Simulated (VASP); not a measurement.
## Ti3Al5: single point with r2SCAN

The system is Ti3Al5.

```
CELL_PARAMETERS angstrom
3.97459 0.00000 0.00000
0.00000 3.97459 0.00000
0.00000 0.00000 8.48887
ATOMIC_POSITIONS crystal
Ti 0.00000 0.00000 0.50000
Ti 0.50000 0.50000 0.00000
Ti 0.50000 0.50000 0.50000
Al 0.00000 0.50000 0.25247
Al 0.00000 0.50000 0.74753
Al 0.50000 0.00000 0.25247
Al 0.50000 0.00000 0.74753
Al 0.00000 0.00000 0.00000
```

```yaml
Program: VASP 6.6.1
Task: single point
Functional: r2SCAN
Potentials_or_basis: VASP PAW PBE potentials, release 64 (Ti_sv, Al)
Cutoff: 520 eV
k_mesh: 10 × 10 × 4
Occupations: gaussian, width 0.1 eV
Spin: no spin polarisation
Dipole_correction: no
Further_INCAR_settings: ALGO = Normal; EDIFF = 1e-06; NBANDS = 36
```

* Pressure: -6.1 GPa
* Largest force: 0.011 eV/Å
* Band gap on the k mesh: zero (an odd number of electrons rules out a gap without spin polarisation)

Forces on the atoms (eV/Å):
```
Ti   0.000  0.000  0.000
Ti   0.000  0.000  0.000
Ti   0.000  0.000  0.000
Al   0.000  0.000 -0.011
Al   0.000  0.000  0.011
Al   0.000  0.000 -0.011
Al   0.000  0.000  0.011
Al   0.000  0.000  0.000
```

Levels at points of the mesh, in eV from the Fermi level:
```tsv
k point	band 21	band 22	band 23	band 24	band 25	band 26	band 27	band 28	band 29	band 30
(0.00, 0.00, 0.00)	-1.78	-1.09	-1.09	-0.84	-0.13	0.23	0.23	0.63	1.11	2.04
(0.50, 0.00, 0.00)	-1.25	-0.54	-0.51	-0.42	0.11	0.17	0.30	0.84	1.15	1.33
(0.50, 0.50, 0.00)	-2.66	-2.23	-2.23	-1.46	-1.46	-0.88	-0.14	0.98	1.52	1.79
(0.00, 0.00, 0.50)	-1.22	-1.22	-0.84	-0.37	-0.07	0.43	0.61	0.61	0.62	1.76
(0.50, 0.00, 0.50)	-1.37	-0.35	-0.15	-0.09	0.00	0.10	0.47	0.65	0.73	1.50
(0.50, 0.50, 0.50)	-2.50	-2.50	-1.22	-1.22	-1.19	-0.84	-0.51	1.36	1.47	1.79
```

Wall time 25 min on 1 thread of Intel Xeon 8259CL, with other jobs on the host, peak memory 0.41 GiB.

Caveat: the cell stands under tension; the PAW data sets were made with another functional, which shifts forces and pressure a little.
